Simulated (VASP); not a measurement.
A run of VASP 6.6.1:

Contents of INCAR:

```
  PREC = Accurate
  ENCUT = 520
  EDIFF = 1E-7
  ISMEAR = 0
  SIGMA = 0.1
  LREAL = F
  LASPH = T
  NELM = 80
  ALGO = Normal
  ISIF = 2
  LWAVE = F
  LCHARG = F
  GGA = PE
  NBANDS = 21
```

The input KPOINTS:

```
regular mesh
0
Gamma
  18 18 18
```

File POSCAR:

```
Si3Mo
1.0
   -1.8816371830      1.8816371830      3.9013666115
    1.8816371830     -1.8816371830      3.9013666115
    1.8816371830      1.8816371830     -3.9013666115
Si Mo
3 1
Direct
    0.5000000000      0.5000000000      0.0000000000
    0.2500000000      0.7500000000      0.5000000000
    0.7500000000      0.2500000000      0.5000000000
    0.0000000000      0.0000000000      0.0000000000
```

Potentials or basis: VASP PAW PBE potentials, release 64 (Si, Mo_sv).

Run with:

```console
$ cat potpaw_PBE.64/Si/POTCAR potpaw_PBE.64/Mo_sv/POTCAR > POTCAR
$ mpirun -np 1 vasp_std > vasp.out
```

Hardware: 1 thread of Intel(R) Xeon(R) Platinum 8559C (Emerald Rapids), on a shared host.

Q: Estimate the wall time of this run.

A: It took 5.5 min on 1 thread of Intel(R) Xeon(R) Platinum 8559C (Emerald Rapids) (shared host), peak memory 0.59 GiB. Counts: scf iterations 15, k points 480.
